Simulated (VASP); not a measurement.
# Eu (Im-3m) in VASP: notebook

Runs on Eu. Level: r2SCAN. Tasks: single point.

All numbers are computed with VASP 6.6.1; they aren't measurements. Logs are shortened: lines on timing, memory, paths and dates and some standing lists are left out, and cuts for length are marked.

### 1 The cell of the first run

It takes space group Im-3m (No. 229, cubic). The conventional cell has a = 4.455 Å, b = 4.455 Å, c = 4.455 Å, α = 90.00°, β = 90.00°, γ = 90.00°. Eu (site symmetry m-3m) has 14 Eu at 3.86 to 4.45 Å within 5.1 Å.

### 2 Single point, r2SCAN, collinear spin, ferromagnetic start

POSCAR

```
Eu
1.0
   -2.2274745855      2.2274745855      2.2274745855
    2.2274745855     -2.2274745855      2.2274745855
    2.2274745855      2.2274745855     -2.2274745855
Eu
1
Direct
    0.0000000000      0.0000000000      0.0000000000
```

INCAR.step1

```
SYSTEM = Eu
PREC = Accurate
ENCUT = 520
ISMEAR = 0
SIGMA = 0.6
LREAL = .FALSE.
LASPH = .TRUE.
NELM = 150
ISPIN = 2
MAGMOM = 7.31
LMAXMIX = 6
NBANDS = 18
GGA = PE
ALGO = Normal
EDIFF = 1E-4
LWAVE = .TRUE.
LCHARG = .FALSE.
```

INCAR.step2

```
SYSTEM = Eu
PREC = Accurate
ENCUT = 520
EDIFF = 1E-6
ISMEAR = 0
SIGMA = 0.6
LREAL = .FALSE.
LASPH = .TRUE.
NELM = 150
ALGO = Normal
ISIF = 2
LWAVE = .FALSE.
LCHARG = .FALSE.
ISPIN = 2
MAGMOM = 7.31
LORBIT = 11
LMAXMIX = 6
METAGGA = R2SCAN
LMIXTAU = .TRUE.
NBANDS = 18
ISTART = 1
```

KPOINTS

```
Automatic mesh
0
G
  10 10 10
  0 0 0
```

Potentials or basis: VASP PAW PBE potentials, release 64 (Eu).

Command:

```sh
$ cat potpaw_PBE.64/Eu/POTCAR > POTCAR
$ cp INCAR.step1 INCAR
$ mpirun -np 1 vasp_std > vasp.out
$ cp INCAR.step2 INCAR
$ mpirun -np 1 vasp_std > vasp.out
```

OUTCAR:

```text
SYSTEM = Eu
   PREC = Accurate
   ENCUT = 520
   EDIFF = 1E-6
   ISMEAR = 0
   LREAL = .FALSE.
   LASPH = .TRUE.
   NELM = 150
   ISIF = 2
   ISPIN = 2
   LORBIT = 11
   METAGGA = R2SCAN
   ISTART = 1

 ion  position               nearest neighbor table
   1  0.000  0.000  0.000-

  LATTYP: Found a body centered cubic cell.
 ALAT       =     4.4549491710

  Lattice vectors:

 A1 = (  -2.2274745855,   2.2274745855,   2.2274745855)
 A2 = (   2.2274745855,  -2.2274745855,   2.2274745855)
 A3 = (   2.2274745855,   2.2274745855,  -2.2274745855)

Analysis of symmetry for initial positions (statically):
=====================================================================
 Subroutine PRICEL returns:
 Original cell was already a primitive cell.

 Routine SETGRP: Setting up the symmetry group for a
 body centered cubic supercell.

 Subroutine GETGRP returns: Found 48 space group operations
 (whereof 48 operations were pure point group operations)
 out of a pool of 48 trial point group operations.

The static configuration has the point symmetry O_h .

Analysis of symmetry for dynamics (positions and initial velocities):
=====================================================================
 Subroutine PRICEL returns:
 Original cell was already a primitive cell.

 Routine SETGRP: Setting up the symmetry group for a
 body centered cubic supercell.

 Subroutine GETGRP returns: Found 48 space group operations
 (whereof 48 operations were pure point group operations)
 out of a pool of 48 trial point group operations.

The dynamic configuration has the point symmetry O_h .

Analysis of structural, dynamic, and magnetic symmetry:
=====================================================================
 Subroutine PRICEL returns:
 Original cell was already a primitive cell.

 Routine SETGRP: Setting up the symmetry group for a
 body centered cubic supercell.

 Subroutine GETGRP returns: Found 48 space group operations
 (whereof 48 operations were pure point group operations)
 out of a pool of 48 trial point group operations.

The overall configuration has the point symmetry O_h .

 Subroutine INISYM returns: Found 48 space group operations
 (whereof 48 operations are pure point group operations),
 and found     1 'primitive' translations

----------------------------------------------------------------------------------------

                                     Primitive cell

  volume of cell :      44.2077

  direct lattice vectors                    reciprocal lattice vectors
    -2.227474585  2.227474585  2.227474585     0.000000000  0.224469452  0.224469452
     2.227474585 -2.227474585  2.227474585     0.224469452  0.000000000  0.224469452
     2.227474585  2.227474585 -2.227474585     0.224469452  0.224469452  0.000000000

  length of vectors
     3.858099155  3.858099155  3.858099155     0.317447744  0.317447744  0.317447744

  position of ions in fractional coordinates (direct lattice)
     0.000000000  0.000000000  0.000000000

  ion indices of the primitive-cell ions
   primitive index   ion index
                 1           1

----------------------------------------------------------------------------------------

 KPOINTS: Automatic mesh

Automatic generation of k-mesh.
 Grid dimensions read from file:
 generate k-points for:   10   10   10

 Generating k-lattice:

  Cartesian coordinates                     Fractional coordinates (reciprocal lattice)
     0.000000000  0.022446945  0.022446945     0.100000000  0.000000000  0.000000000
     0.022446945  0.000000000  0.022446945     0.000000000  0.100000000  0.000000000
     0.022446945  0.022446945  0.000000000     0.000000000  0.000000000  0.100000000

  Length of vectors
     0.031744774  0.031744774  0.031744774

  Shift w.r.t. Gamma in fractional coordinates (k-lattice)
     0.000000000  0.000000000  0.000000000

 Subroutine IBZKPT returns following result:
 ===========================================

 Found     47 irreducible k-points:

 Following reciprocal coordinates:
            Coordinates               Weight
  0.000000  0.000000  0.000000      1.000000
  0.100000  0.000000  0.000000     12.000000
  0.200000  0.000000  0.000000     12.000000
  0.300000  0.000000  0.000000     12.000000
  0.400000  0.000000  0.000000     12.000000
  0.500000  0.000000  0.000000      6.000000
[... 16 lines left out ...]
  0.300000  0.300000  0.100000      8.000000
 -0.300000  0.300000  0.100000     24.000000
 [... further k-points ...]
   k-points           NKPTS =     47   k-points in BZ     NKDIM =     47   number of bands    NBANDS=     18
   number of dos      NEDOS =    301   number of ions     NIONS =      1
   total plane-waves  NPLWV =  27000
   dimension x,y,z NGX =    30 NGY =   30 NGZ =   30
   dimension x,y,z NGXF=    60 NGYF=   60 NGZF=   60
   ions per type =               1
   NGX,Y,Z   is equivalent  to a cutoff of  12.93, 12.93, 12.93 a.u.
   NGXF,Y,Z  is equivalent  to a cutoff of  25.85, 25.85, 25.85 a.u.
 SYSTEM =  Eu
   PREC   = accura    normal or accurate (medium, high low for compatibility)
   ISTART =      1    job   : 0-new  1-cont  2-samecut
   ICHARG =      0    charge: 1-file 2-atom 10-const
   ISPIN  =      2    spin polarized calculation?
   LNONCOLLINEAR =      F non collinear calculations
   LSORBIT =      F    spin-orbit coupling
   LASPH  =      T    aspherical Exc in radial PAW
   ENCUT  =  520.0 eV  38.22 Ry    6.18 a.u.   7.17  7.17  7.17*2*pi/ulx,y,z
   NELM   =    150;   NELMIN=  2; NELMDL=  0     # of ELM steps
   EDIFF  = 0.1E-05   stopping-criterion for ELM
   LREAL  =      F    real-space projection
   EDIFFG = 0.1E-04   stopping-criterion for IOM
   NSW    =      0    number of steps for IOM
   IBRION =     -1    ionic relax: 0-MD 1-quasi-New 2-CG
   NFREE  =      0    steps in history (QN), initial steepest desc. (CG)
   ISIF   =      2    stress and relaxation
   ISYM   =      2    0-nonsym 1-usesym 2-fastsym
   POTIM  = 0.5000    time-step for ionic-motion
   TEBEG  =    0.0;   TEEND  =   0.0 temperature during run
   PSTRESS=    0.0 pullay stress
   NELECT =      17.0000    total number of electrons
   NUPDOWN=      -1.0000    fix difference up-down
   EMIN   =  10.00;   EMAX   =-10.00  energy-range for DOS
   EFERMI =   0.00;   METHOD = LEGACY
   ISMEAR =     0;   SIGMA  =   0.60  broadening in eV -4-tet -1-fermi 0-gaus
   EFERMI_NEDOS =   21; number of points for ismear=-14 and -15
   IALGO  =     38    algorithm
   IMIX   =      4    mixing-type and parameters
     AMIX     =   0.40;   BMIX     =  1.00
     AMIX_MAG =   1.60;   BMIX_MAG =  1.00
  volume/ion in A,a.u.               =      44.21       298.33
  Fermi-wavevector in a.u.,A,eV,Ry     =   1.190488  2.249696 19.283018  1.417262
  Thomas-Fermi vector in A             =   2.326572
   LORBIT       =     11    0 simple, 1 ext, 2 COOP (PROOUT), +10 PAW based schemes
   METAGGA = R2SCAN    functional components
   LHFCALC =     F    Hartree Fock is set to
   AEXX    =    0.0000 exact exchange contribution
   IVDW    =     0    specifies the selected vdW correction
   LEPSILON=     F    determine dielectric tensor
   LRPA    =     F    only Hartree local field effects (RPA)
 spin polarized calculation
 Gauss-broadening in eV      SIGMA  =   0.60
  energy-cutoff  :      520.00
  volume of cell :       44.21
 maximum number of plane-waves:      1205
 NGX is ok and might be reduce to    30
   NGX = 15   NGY = 15   NGZ = 15

 number of electron      16.9999996 magnetization       7.7787839

 Free energy of the ion-electron system (eV)
  ---------------------------------------------------
  ext. energy  EPLUGINS =         0.00000000
  ---------------------------------------------------
  free energy    TOTEN  =       -39.84812216 eV

  energy without entropy =      -39.44566964  energy(sigma->0) =      -39.64689590

 E-fermi :   1.9235     XC(G=0):  -9.0831

 val. band max:        1.9046825416   @ k =   0.3000   0.2000   0.0000
 cond. band min:       1.9428727628   @ k =  -0.4000   0.4000   0.2000
 fundamental gap:      0.0381902212
 Fermi energy:         1.9234949636

 spin component 1

 k-point     1 :       0.0000    0.0000    0.0000
  band No.  band energies     occupation
      1     -41.4267      1.00000
      2     -19.3741      1.00000
      3     -19.3741      1.00000
      4     -19.3741      1.00000
      5      -2.9490      1.00000
      6       0.9792      0.98698
[... 10 lines left out ...]
     17       5.4168      0.00000
     18      11.3316      0.00000

 k-point     2 :       0.1000    0.0000    0.0000
  band No.  band energies     occupation
      1     -41.4239      1.00000
      2     -19.4128      1.00000
      3     -19.3860      1.00000
      4     -19.3744      1.00000
      5      -2.7202      1.00000
      6       0.9789      0.98701
[... 10 lines left out ...]
     17       5.4245      0.00000
     18      11.5351      0.00000
[... 442 lines left out ...]
 k-point    24 :      -0.3000    0.3000    0.1000
  band No.  band energies     occupation
      1     -41.4051      1.00000
      2     -19.6255      1.00000
      3     -19.4681      1.00000
      4     -19.4040      1.00000
      5      -0.9946      1.00000
      6       0.9535      0.98888
[... 10 lines left out ...]
     17       6.0217      0.00000
     18      10.2057      0.00000

 [... further k-points ...]

 spin component 2

 k-point     1 :       0.0000    0.0000    0.0000
  band No.  band energies     occupation
      1     -37.6702      1.00000
      2     -16.6496      1.00000
      3     -16.6496      1.00000
      4     -16.6496      1.00000
      5      -1.1937      1.00000
      6       5.1742      0.00000
[... 10 lines left out ...]
     17       7.7151      0.00000
     18      13.0870      0.00000

 k-point     2 :       0.1000    0.0000    0.0000
  band No.  band energies     occupation
      1     -37.6665      1.00000
      2     -16.6976      1.00000
      3     -16.6646      1.00000
      4     -16.6498      1.00000
      5      -0.9604      1.00000
      6       4.9580      0.00000
[... 10 lines left out ...]
     17       7.7279      0.00000
     18      13.2683      0.00000
[... 442 lines left out ...]
 k-point    24 :      -0.3000    0.3000    0.1000
  band No.  band energies     occupation
      1     -37.6417      1.00000
      2     -16.9597      1.00000
      3     -16.7670      1.00000
      4     -16.6863      1.00000
      5       0.7454      0.99725
      6       3.8326      0.00000
[... 10 lines left out ...]
     17       8.0217      0.00000
     18      12.0381      0.00000

 [... further k-points ...]
[... 5 lines left out ...]
  --------------------------------------------------------------------------------------
  -------------------------------------------------------------------------------------
  Total       -0.1218776     -0.1218776     -0.1218776     -0.0000000     -0.0000000      0.0000000
  in kB       -4.4170896     -4.4170896     -4.4170896     -0.0000000     -0.0000000      0.0000000
  external PRESSURE =      -4.4170896 kB  Pullay stress =       0.0000000 kB

 VOLUME and BASIS-vectors are now :
 -----------------------------------------------------------------------------
  energy-cutoff  :      520.00
  volume of cell :       44.21
      direct lattice vectors                 reciprocal lattice vectors
    -2.227474585  2.227474585  2.227474585     0.000000000  0.224469452  0.224469452
     2.227474585 -2.227474585  2.227474585     0.224469452  0.000000000  0.224469452
     2.227474585  2.227474585 -2.227474585     0.224469452  0.224469452  0.000000000

 POSITION                                       TOTAL-FORCE (eV/Angst)
 -----------------------------------------------------------------------------------
      0.00000      0.00000      0.00000         0.000000      0.000000     -0.000000
 -----------------------------------------------------------------------------------
    total drift:                               -0.000000     -0.000000      0.000000

  FREE ENERGIE OF THE ION-ELECTRON SYSTEM (eV)
  ---------------------------------------------------
  free  energy   TOTEN  =       -39.8481221646 eV

  energy  without entropy=      -39.4456696405  energy(sigma->0) =      -39.64689590

 total charge

# of ion       s       p       d       f       tot
--------------------------------------------------
    1        2.078   5.759   0.300   6.623  14.760

 magnetization (x)

# of ion       s       p       d       f       tot
--------------------------------------------------
    1       -0.008  -0.146   0.213   6.622   6.681
```

Wall time 3.8 min (1 thread of AMD EPYC 9R45 (Zen 5), shared host); peak memory 0.21 GiB.

Results:

* Free energy: -39.8481 eV
* Pressure: -0.4 GPa
* Net moment: 7.78 μB per cell
* Site moments: Eu +6.68 μB
* Valence electrons inside the program's atomic spheres: Eu 14.76

Levels at points of the mesh, in eV from the Fermi level:
Spin up:
```
           k point  band 10  band 11  band 12  band 13  band 14  band 15
(0.00, 0.00, 0.00)    -0.83    -0.83    -0.79     1.91     1.91     1.91
(0.50, 0.00, 0.00)    -0.82    -0.81    -0.81     0.25     0.44     3.45
(0.50, 0.50, 0.50)    -0.93    -0.77    -0.77    -0.77     4.76     4.76
```
Spin down:
| k point | band 3 | band 4 | band 5 | band 6 | band 7 | band 8 |
| --- | --- | --- | --- | --- | --- | --- |
| (0.00, 0.00, 0.00) | -18.57 | -18.57 | -3.12 | 3.25 | 3.25 | 3.25 |
| (0.50, 0.00, 0.00) | -18.73 | -18.58 | -0.45 | 1.77 | 1.92 | 4.96 |
| (0.50, 0.50, 0.50) | -18.90 | -18.90 | 0.14 | 0.14 | 4.89 | 4.89 |

Caveat: so wide a smearing shifts energies and pressures; the PAW data sets were made with another functional, which shifts forces and pressure a little; spin-orbit coupling is left out, which moves the levels of the heavy elements; semilocal functionals describe open f shells poorly, which spoils levels, moments and volumes.

(Part 1 of 2 ends here.)
